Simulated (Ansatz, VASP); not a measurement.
**Two plane-wave programs on NaH**

The input INCAR:

```
SYSTEM = NaH
PREC     = Accurate       ! precision mode
ENCUT    = 520            ! plane-wave cutoff, eV
EDIFF    = 1E-6           ! SCF threshold, eV
ISMEAR   = 0              ! smearing method
SIGMA    = 0.05           ! smearing width, eV
LREAL    = .False.        ! projectors in reciprocal space
LASPH    = .True.         ! aspherical terms in the spheres
NELM     = 100            ! most SCF steps
ALGO     = Normal         ! electronic algorithm
ISIF     = 2              ! what is computed and relaxed
LWAVE    = .False.        ! write WAVECAR
LCHARG   = .False.        ! write CHGCAR
GGA      = PE             ! functional
NBANDS   = 11             ! bands
```

The input KPOINTS:

```
Automatic mesh
0
Gamma
  10 10 10
  0 0 0
```

POSCAR

```
NaH
1.0
    3.0290021000      0.0000000000      0.0000000000
    0.0000000000      3.0290021000      0.0000000000
    0.0000000000      0.0000000000      2.8812459000
Na H
1 1
Direct
    0.0000000000      0.0000000000      0.0000000000
    0.5000000000      0.5000000000      0.5000000000
```

Input for Ansatz:

```yaml
crystal:
  lattice:
    - [3.0290021, 0.0, 0.0]
    - [0.0, 3.0290021, 0.0]
    - [0.0, 0.0, 2.8812459]
  atoms:
    - { symbol: Na, position: [0.0, 0.0, 0.0] }
    - { symbol: H, position: [0.5, 0.5, 0.5] }
basis:
  ecutwfc: 420
kpoints:
  mp_grid: { grid: [10, 10, 10] }
hamiltonian:
  xc: pbe
scf:
  occupations: { method: gaussian, width: 0.05 }
output:
  forces: true
  stress: true
  eigenvalues: true
```

Change from the starting cell: strain +0.025 along x and y, -0.025 along z, atoms carried along.

Alike in both runs: task single point; functional PBE; k mesh 10 × 10 × 10; occupations gaussian, width 0.05 eV; no spin polarisation.

|  | VASP | Ansatz |
| --- | --- | --- |
| version | VASP 6.6.1 | Ansatz 0.2.0 |
| potentials or method | VASP PAW PBE potentials, release 64 (Na_pv, H), cutoff 520 eV | scalar-relativistic, plane waves, PAW |
| valence electrons in the cell | 8 | 10 |

Ansatz gave:

| Item | Value |
| --- | --- |
| gap on the k mesh at the Fermi level (eV) | 0.86 |
| least direct gap on the mesh (eV) | 4.31 |
| pressure (GPa) | -0.3 |
| traceless stress, the component that is largest in VASP (GPa) | 3.65 |

Task: What did VASP give for the same quantities?

Result: gap on the k mesh at the Fermi level (eV): 0.86; least direct gap on the mesh (eV): 4.31; pressure (GPa): -0.4; traceless stress, the component that is largest in VASP (GPa): 3.65.

With one functional, cell and mesh, what is left measures potentials, basis and numerics. VASP's potentials hold 8 valence electrons a cell and Ansatz's 10, so a difference there can come from the potentials and not from the codes.
